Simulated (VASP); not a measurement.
# SnTe (Fm-3m) in VASP: single point with r2SCAN

Aim: the single point of SnTe with r2SCAN.

Everything below comes from runs of VASP 6.6.1. Logs are shortened: lines on timing, memory, paths and dates and some standing lists are left out, and cuts for length are marked.

## (1) The cell of the first run

The structure is cubic, space group Fm-3m (No. 225). Conventional cell: a = 6.302 Å, b = 6.302 Å, c = 6.302 Å, α = 90.00°, β = 90.00°, γ = 90.00°. Within 4.1 Å of Sn (site symmetry m-3m) lie 6 Te at 3.15 Å. Within 4.1 Å of Te (site symmetry m-3m) lie 6 Sn at 3.15 Å.

## (2) Single point, r2SCAN

Input file POSCAR:

```
SnTe
1.0
    0.0000000000      3.1508500000      3.1508500000
    3.1508500000      0.0000000000      3.1508500000
    3.1508500000      3.1508500000      0.0000000000
Sn Te
1 1
Direct
    0.0000000000      0.0000000000      0.0000000000
    0.5000000000      0.5000000000      0.5000000000
```

Input file INCAR.step1:

```
SYSTEM = SnTe
PREC = Accurate
ENCUT = 550
ISMEAR = 0
SIGMA = 0.01
LREAL = .FALSE.
LASPH = .TRUE.
NELM = 120
NBANDS = 17
GGA = PE
ALGO = Normal
EDIFF = 1E-5
LWAVE = .TRUE.
LCHARG = .FALSE.
GGA_COMPAT = .FALSE.
```

Input file INCAR.step2:

```
SYSTEM = SnTe
PREC = Accurate
ENCUT = 550
EDIFF = 1E-6
ISMEAR = 0
SIGMA = 0.01
LREAL = .FALSE.
LASPH = .TRUE.
NELM = 120
ALGO = Normal
ISIF = 2
LWAVE = .FALSE.
LCHARG = .FALSE.
METAGGA = R2SCAN
LMIXTAU = .TRUE.
NBANDS = 17
ISTART = 1
GGA_COMPAT = .FALSE.
```

Input file KPOINTS:

```
regular mesh
0
G
  5 5 5
  0 0 0
```

Potentials or basis: VASP PAW PBE potentials, release 64 (Sn_d, Te).

Started as:

```sh
$ cat potpaw_PBE.64/Sn_d/POTCAR potpaw_PBE.64/Te/POTCAR > POTCAR
$ cp INCAR.step1 INCAR
$ mpirun -np 1 vasp_std > vasp.out
$ cp INCAR.step2 INCAR
$ mpirun -np 1 vasp_std > vasp.out
```

OUTCAR:

```text
SYSTEM = SnTe
   PREC = Accurate
   ENCUT = 550
   EDIFF = 1E-6
   ISMEAR = 0
   LREAL = .FALSE.
   LASPH = .TRUE.
   NELM = 120
   ISIF = 2
   METAGGA = R2SCAN
   ISTART = 1

 ion  position               nearest neighbor table
   1  0.000  0.000  0.000-   2 3.15   2 3.15   2 3.15   2 3.15   2 3.15   2 3.15
   2  0.500  0.500  0.500-   1 3.15   1 3.15   1 3.15   1 3.15   1 3.15   1 3.15

  LATTYP: Found a face centered cubic cell.
 ALAT       =     6.3017000000

  Lattice vectors:

 A1 = (   0.0000000000,   3.1508500000,   3.1508500000)
 A2 = (   3.1508500000,   0.0000000000,   3.1508500000)
 A3 = (   3.1508500000,   3.1508500000,   0.0000000000)

Analysis of symmetry for initial positions (statically):
=====================================================================
 Subroutine PRICEL returns:
 Original cell was already a primitive cell.

 Routine SETGRP: Setting up the symmetry group for a
 face centered cubic supercell.

 Subroutine GETGRP returns: Found 48 space group operations
 (whereof 48 operations were pure point group operations)
 out of a pool of 48 trial point group operations.

The static configuration has the point symmetry O_h .

Analysis of symmetry for dynamics (positions and initial velocities):
=====================================================================
 Subroutine PRICEL returns:
 Original cell was already a primitive cell.

 Routine SETGRP: Setting up the symmetry group for a
 face centered cubic supercell.

 Subroutine GETGRP returns: Found 48 space group operations
 (whereof 48 operations were pure point group operations)
 out of a pool of 48 trial point group operations.

The dynamic configuration has the point symmetry O_h .

 Subroutine INISYM returns: Found 48 space group operations
 (whereof 48 operations are pure point group operations),
 and found     1 'primitive' translations

----------------------------------------------------------------------------------------

                                     Primitive cell

  volume of cell :      62.5624

  direct lattice vectors                    reciprocal lattice vectors
     0.000000000  3.150850000  3.150850000    -0.158687338  0.158687338  0.158687338
     3.150850000  0.000000000  3.150850000     0.158687338 -0.158687338  0.158687338
     3.150850000  3.150850000  0.000000000     0.158687338  0.158687338 -0.158687338

  length of vectors
     4.455974803  4.455974803  4.455974803     0.274854533  0.274854533  0.274854533

  position of ions in fractional coordinates (direct lattice)
     0.000000000  0.000000000  0.000000000
     0.500000000  0.500000000  0.500000000
[... 63 lines left out ...]
   LREAL  =      F    real-space projection
   EDIFFG = 0.1E-04   stopping-criterion for IOM
   NSW    =      0    number of steps for IOM
   IBRION =     -1    ionic relax: 0-MD 1-quasi-New 2-CG
   NFREE  =      0    steps in history (QN), initial steepest desc. (CG)
   ISIF   =      2    stress and relaxation
   ISYM   =      2    0-nonsym 1-usesym 2-fastsym
   POTIM  = 0.5000    time-step for ionic-motion
   TEBEG  =    0.0;   TEEND  =   0.0 temperature during run
   PSTRESS=    0.0 pullay stress
   NELECT =      20.0000    total number of electrons
   NUPDOWN=      -1.0000    fix difference up-down
   EMIN   =  10.00;   EMAX   =-10.00  energy-range for DOS
   EFERMI =   0.00;   METHOD = LEGACY
   ISMEAR =     0;   SIGMA  =   0.01  broadening in eV -4-tet -1-fermi 0-gaus
   EFERMI_NEDOS =   21; number of points for ismear=-14 and -15
   IALGO  =     38    algorithm
   IMIX   =      4    mixing-type and parameters
     AMIX     =   0.40;   BMIX     =  1.00
     AMIX_MAG =   1.60;   BMIX_MAG =  1.00
  volume/ion in A,a.u.               =      31.28       211.10
  Fermi-wavevector in a.u.,A,eV,Ry     =   1.119387  2.115336 17.048485  1.253028
  Thomas-Fermi vector in A             =   2.256026
   LORBIT       =      0    0 simple, 1 ext, 2 COOP (PROOUT), +10 PAW based schemes
   METAGGA = R2SCAN    functional components
   LHFCALC =     F    Hartree Fock is set to
   AEXX    =    0.0000 exact exchange contribution
   IVDW    =     0    specifies the selected vdW correction
   LEPSILON=     F    determine dielectric tensor
   LRPA    =     F    only Hartree local field effects (RPA)
 non-spin polarized calculation
 Gauss-broadening in eV      SIGMA  =   0.01
  energy-cutoff  :      550.00
  volume of cell :       62.56
 maximum number of plane-waves:      1851
 NGX is ok and might be reduce to    36
   NGX = 17   NGY = 17   NGZ = 17

 number of electron      19.9999998 magnetization

 Free energy of the ion-electron system (eV)
  ---------------------------------------------------
  ext. energy  EPLUGINS =         0.00000000
  ---------------------------------------------------
  free energy    TOTEN  =       -50.67453135 eV

  energy without entropy =      -50.67453135  energy(sigma->0) =      -50.67453135

 E-fermi :   6.7353     XC(G=0): -10.0729

 val. band max:        6.6781856710   @ k =   0.4000   0.0000   0.0000
 cond. band min:       7.5247027323   @ k =   0.4000   0.0000   0.0000
 fundamental gap:      0.8465170613
 Fermi energy:         6.7353142720

 k-point     1 :       0.0000    0.0000    0.0000
  band No.  band energies     occupation
      1     -15.7527      2.00000
      2     -15.7527      2.00000
      3     -15.7413      2.00000
      4     -15.7413      2.00000
      5     -15.7413      2.00000
      6      -6.4880      2.00000
[... 177 lines left out ...]
      4     -15.7353      2.00000
      5     -15.7311      2.00000
      6      -4.8512      2.00000
[... 9 lines left out ...]
     16      17.0341      0.00000
     17      17.1071      0.00000

------------------------ aborting loop because EDIFF is reached ----------------------------------------

  FORCE on cell =-STRESS in cart. coord.  units (eV):
  Direction    XX          YY          ZZ          XY          YZ          ZX
  --------------------------------------------------------------------------------------
  -------------------------------------------------------------------------------------
  Total        0.6252946      0.6252946      0.6252946      0.0000000      0.0000000      0.0000000
  in kB       16.0133454     16.0133454     16.0133454      0.0000000      0.0000000      0.0000000
  external PRESSURE =      16.0133454 kB  Pullay stress =       0.0000000 kB

 VOLUME and BASIS-vectors are now :
 -----------------------------------------------------------------------------
  energy-cutoff  :      550.00
  volume of cell :       62.56
      direct lattice vectors                 reciprocal lattice vectors
     0.000000000  3.150850000  3.150850000    -0.158687338  0.158687338  0.158687338
     3.150850000  0.000000000  3.150850000     0.158687338 -0.158687338  0.158687338
     3.150850000  3.150850000  0.000000000     0.158687338  0.158687338 -0.158687338

 POSITION                                       TOTAL-FORCE (eV/Angst)
 -----------------------------------------------------------------------------------
      0.00000      0.00000      0.00000         0.000000     -0.000000      0.000000
      3.15085      3.15085      3.15085        -0.000000      0.000000     -0.000000
 -----------------------------------------------------------------------------------
    total drift:                               -0.000000      0.000000      0.000000

  FREE ENERGIE OF THE ION-ELECTRON SYSTEM (eV)
  ---------------------------------------------------
  free  energy   TOTEN  =       -50.6745313537 eV

  energy  without entropy=      -50.6745313537  energy(sigma->0) =      -50.67453135
```

It took 43 s on 1 thread of AMD EPYC 9R45 (Zen 5), shared host; peak memory 0.18 GiB.

What came out:

```yaml
Free_energy: -50.6745 eV
Pressure: 1.6 GPa
```

Caveat: this odd mesh misses L, where the gap lies, so gap, dielectric constants and Born charges aren't listed; the PAW data sets were made with another functional, which shifts forces and pressure a little; spin-orbit coupling is left out, which moves the levels of the heavy elements.
